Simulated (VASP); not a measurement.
Runs of VASP 6.6.1 on Se. The structure is that of space group Im-3m (No. 229), or close to it. The cells are those of the table. 

```csv
cell,k mesh,gap on the mesh (eV),pressure (GPa)
"a = 3.093 Å, angles 109.5°, 1 atom",14 × 14 × 14,none,-6.1
"a = 2.978 Å, angles 109.5°, 1 atom",14 × 14 × 14,none,(a)
"a = 2.897 Å, angles 109.5°, 1 atom",14 × 14 × 14,none,(b)
"a = 2.978 Å, angles 109.5°, 1 atom",21 × 21 × 21,none,0.2
"a = 2.978 Å, angles 109.5°, 1 atom",13 × 13 × 13,none,0.0
```

Alike in all rows: task single point; level PBE; potentials or basis VASP PAW PBE potentials, release 64 (Se); no spin polarisation; cutoff (eV) 520; smearing fermi-dirac 0.1 eV.

Estimate the missing entries.

(a) 0.3; (b) 7.8.

A k mesh can miss the band edges, and the runs leave out spin-orbit coupling on Se.

A gap of «none» marks levels without a gap at the run's occupations.
